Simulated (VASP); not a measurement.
# ZnS in VASP: further runs, part 2 of 2

VASP 6.6.1. The steps go on from the part before.

### Step 5. Single point, PBE (uniaxial x strain +5.0%)

Input file INCAR:

```
PREC = Accurate
ENCUT = 520
EDIFF = 1E-7
ISMEAR = -1
SIGMA = 0.02
LREAL = False
LASPH = True
NELM = 60
ALGO = Normal
ISIF = 2
LWAVE = False
LCHARG = False
GGA = PE
NBANDS = 26
```

Input file KPOINTS:

```
Automatic mesh
0
Gamma
  12 12 4
```

Input file POSCAR:

```
ZnS
1.0
    3.9957233937      0.0000000000      0.0000000000
   -1.9978616969      3.2956171100      0.0000000000
    0.0000000000      0.0000000000      6.2439931002
Zn S
2 2
Direct
    0.3341279094      0.6682558189     -0.0015822044
    0.6658720906      0.3317441811      0.4984177956
    0.3268921873      0.6537843745      0.3765822044
    0.6731078127      0.3462156255      0.8765822044
```

Potentials or basis: VASP PAW PBE potentials, release 64 (Zn, S).

The run is started by

```console
$ cat potpaw_PBE.64/Zn/POTCAR potpaw_PBE.64/S/POTCAR > POTCAR
$ mpirun -np 1 vasp_std > vasp.out
```

OUTCAR:

```text
PREC = Accurate
   ENCUT = 520
   EDIFF = 1E-7
   ISMEAR = -1
   LREAL = False
   LASPH = True
   NELM = 60
   ISIF = 2
   GGA = PE

 ion  position               nearest neighbor table
   1  0.334  0.668  0.998-   4 2.36   3 2.36   4 2.39   4 2.39
   2  0.666  0.332  0.498-   3 2.36   4 2.36   3 2.39   3 2.39
   3  0.327  0.654  0.377-   2 2.36   1 2.36   2 2.39   2 2.39
   4  0.673  0.346  0.877-   1 2.36   2 2.36   1 2.39   1 2.39

  Warning from LATTYP: Monoclinic adjustment (A1->A3, A2->A1, A3->A2)!
  LATTYP: Found a base centered orthorhombic cell.
 ALAT       =     3.9957233937
 B/A-ratio  =     1.6495721977
 C/A-ratio  =     1.5626690051

  Lattice vectors:

 A1 = (   1.9978616969,  -3.2956171100,   0.0000000000)
 A2 = (   1.9978616968,   3.2956171100,   0.0000000000)
 A3 = (   0.0000000000,   0.0000000000,   6.2439931002)

Analysis of symmetry for initial positions (statically):
=====================================================================
 Subroutine PRICEL returns:
[... 174 lines left out ...]

  energy without entropy =      -13.66248257  energy(sigma->0) =      -13.66248257

 E-fermi :   2.1841     XC(G=0):  -9.4319

 val. band max:        1.7962412751   @ k =   0.0000   0.0000   0.0000
 cond. band min:       3.7492945329   @ k =   0.0000   0.0000   0.0000
 fundamental gap:      1.9530532578
 Fermi energy:         2.1841169498

 k-point     1 :       0.0000    0.0000    0.0000
  band No.  band energies     occupation
      1     -11.1326      2.00000
      2     -10.2327      2.00000
      3      -4.4316      2.00000
      4      -4.4303      2.00000
      5      -4.4185      2.00000
      6      -4.3608      2.00000
[... 685 lines left out ...]
     25      10.9106      0.00000
     26      11.6291      0.00000

 [... further k-points ...]

------------------------ aborting loop because EDIFF is reached ----------------------------------------

  FORCE on cell =-STRESS in cart. coord.  units (eV):
  Direction    XX          YY          ZZ          XY          YZ          ZX
  --------------------------------------------------------------------------------------
  -------------------------------------------------------------------------------------
  Total       -1.6760617     -0.1359794      0.1884892      0.0000000      0.0000000      0.0000000
  in kB      -32.6592345     -2.6496538      3.6728441      0.0000000      0.0000000      0.0000000
  external PRESSURE =     -10.5453481 kB  Pullay stress =       0.0000000 kB

 VOLUME and BASIS-vectors are now :
 -----------------------------------------------------------------------------
  energy-cutoff  :      520.00
  volume of cell :       82.22
      direct lattice vectors                 reciprocal lattice vectors
     3.995723394  0.000000000  0.000000000     0.250267574  0.151716654  0.000000000
    -1.997861697  3.295617110  0.000000000     0.000000000  0.303433308  0.000000000
     0.000000000  0.000000000  6.243993100     0.000000000  0.000000000  0.160153925

 POSITION                                       TOTAL-FORCE (eV/Angst)
 -----------------------------------------------------------------------------------
     -0.00000      2.20232      6.23411         0.000000     -0.005407     -0.008190
      1.99786      1.09330      3.11212        -0.000000      0.005407     -0.008190
      0.00000      2.15462      2.35138         0.000000     -0.012432      0.008190
      1.99786      1.14099      5.47337        -0.000000      0.012432      0.008190
 -----------------------------------------------------------------------------------
    total drift:                               -0.000000     -0.000001     -0.000910

  FREE ENERGIE OF THE ION-ELECTRON SYSTEM (eV)
  ---------------------------------------------------
  free  energy   TOTEN  =       -13.6624825651 eV

  energy  without entropy=      -13.6624825651  energy(sigma->0) =      -13.66248257
```

OSZICAR:

```text
N       E                     dE             d eps       ncg     rms          rms(c)
DAV:   1     0.241711279668E+03    0.24171E+03   -0.17028E+04  6708   0.164E+03
DAV:   2     0.976839350695E+01   -0.23194E+03   -0.22182E+03  6974   0.345E+02
DAV:   3    -0.139413003457E+02   -0.23710E+02   -0.23467E+02  7910   0.110E+02
DAV:   4    -0.145144467600E+02   -0.57315E+00   -0.57191E+00  7870   0.173E+01
DAV:   5    -0.145234766143E+02   -0.90299E-02   -0.90275E-02  8122   0.211E+00    0.906E+00
DAV:   6    -0.136713059755E+02    0.85217E+00   -0.16365E+00 10104   0.361E+01    0.704E+00
DAV:   7    -0.136663406387E+02    0.49653E-02   -0.11294E+00  7104   0.621E+00    0.333E+00
DAV:   8    -0.136614233349E+02    0.49173E-02   -0.35536E-02  8362   0.197E+00    0.891E-01
DAV:   9    -0.136620748322E+02   -0.65150E-03   -0.75943E-03  9102   0.138E+00    0.214E-01
DAV:  10    -0.136622557190E+02   -0.18089E-03   -0.71059E-04  7674   0.319E-01    0.885E-02
DAV:  11    -0.136624807558E+02   -0.22504E-03   -0.37566E-04  6906   0.121E-01    0.574E-02
DAV:  12    -0.136624791960E+02    0.15598E-05   -0.11082E-05  8148   0.246E-02    0.123E-02
DAV:  13    -0.136624822321E+02   -0.30361E-05   -0.33571E-06  6968   0.108E-02    0.234E-03
DAV:  14    -0.136624825274E+02   -0.29523E-06   -0.54152E-07  7814   0.986E-03    0.190E-03
DAV:  15    -0.136624825651E+02   -0.37766E-07   -0.85228E-08  5184   0.407E-03
   1 F= -.13662483E+02 E0= -.13662483E+02  d E =-.638333E-11
```

stdout:

```text
POSCAR found type information on POSCAR ZnS
 POSCAR found :  2 types and       4 ions
 scaLAPACK will be used
 LDA part: xc-table for (Slater+PW92), standard interpolation
 POSCAR, INCAR and KPOINTS ok, starting setup
 FFT: planning ... GRIDC
 FFT: planning ... GRID_SOFT
 FFT: planning ... GRID
 WAVECAR not read
 entering main loop
```

Run time: 2.1 min. Hardware: 1 thread of Intel Xeon 6975P-C (Granite Rapids), shared host; peak memory 0.35 GiB.

What came out:

- Free energy: -13.6625 eV
- Pressure: -1.1 GPa
- Largest force: 0.015 eV/Å
- Band gap on the k mesh: 1.95 eV, direct

Forces in eV/Å, atoms in the order of the input:
```
Zn   0.000 -0.005 -0.008
Zn   0.000  0.005 -0.008
S    0.000 -0.012  0.008
S    0.000  0.012  0.008
```

Caveat: the cell differs from its parent crystal (uniaxial x strain +5.0%).

### Step 6. The runs side by side

```tsv
level	cell	smearing	gap on the mesh (eV)	pressure (GPa)	largest force (eV/Å)
r2SCAN	a = 3.805, b = 3.805, c = 6.088 Å, angles 90.0, 90.0, 120.0°, 4 atoms	gaussian 0.01 eV	2.94	2.3	-
r2SCAN	a = 3.805, b = 3.805, c = 6.244 Å, angles 90.0, 90.0, 120.0°, 4 atoms	gaussian 0.01 eV	2.79	0.1	-
r2SCAN	a = 3.882, b = 3.882, c = 6.176 Å, angles 90.0, 90.0, 120.0°, 4 atoms	gaussian 0.01 eV	2.67	-1.9	0.01
PBE	a = 3.996, b = 3.854, c = 6.244 Å, angles 90.0, 90.0, 121.2°, 4 atoms	fermi-dirac 0.02 eV	1.95	-1.1	0.01
```

Alike in all rows: task single point; potentials or basis VASP PAW PBE potentials, release 64 (Zn, S); no spin polarisation; k mesh 12 × 12 × 4; cutoff (eV) 520.

Caveats: the PAW data sets were made with another functional, which shifts forces and pressure a little (some runs).

Absolute energies hang on the potentials; compare differences alone.
